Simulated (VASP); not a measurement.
## Lu: single point with PBE

Crystal: Lu.

```
Lu
1.0
     2.77793    0.00000    0.00000
    -1.38896    2.40575    0.00000
     0.00000    0.00000    2.64853
Lu
1
Direct
  0.00000 0.00000 0.00000
```

* Program: VASP 6.6.1
* Task: single point
* Functional: PBE
* Potentials or basis: VASP PAW PBE potentials, release 64 (Lu)
* Cutoff: 520 eV
* k mesh: 16 × 16 × 14
* Occupations: fermi-dirac, width 0.08 eV
* Spin: no spin polarisation
* Dipole correction: no
* Further INCAR settings: ALGO = Normal; EDIFF = 1e-06; NBANDS = 18

```
Pressure : 52.3 GPa
```

Stress tensor (GPa, compression positive):
```
52.28  0.00  0.00
 0.00 52.28  0.00
 0.00  0.00 52.38
```

Levels at points of the mesh, in eV from the Fermi level:
```
           k point  band 10  band 11  band 12  band 13  band 14  band 15  band 16  band 17
(0.00, 0.00, 0.00)    -4.56    -4.56    -4.37    -1.34     2.86     2.86    10.94    10.94
(0.50, 0.00, 0.00)    -4.45    -4.41    -3.41    -0.03     2.92     4.91     9.58    11.52
(0.00, 0.00, 0.50)    -4.42    -4.37    -2.56     1.41     4.16     4.16     5.72     5.72
(0.50, 0.00, 0.50)    -4.48    -4.42    -3.83    -1.09     3.47     7.35     9.93    12.16
```

Wall time 49 s on 1 thread of Intel(R) Xeon(R) Platinum 8259CL CPU @ 2.50GHz (Skylake/Cascade Lake), on a shared host, peak memory 0.21 GiB.

Caveat: spin-orbit coupling is left out, which moves the levels of the heavy elements.
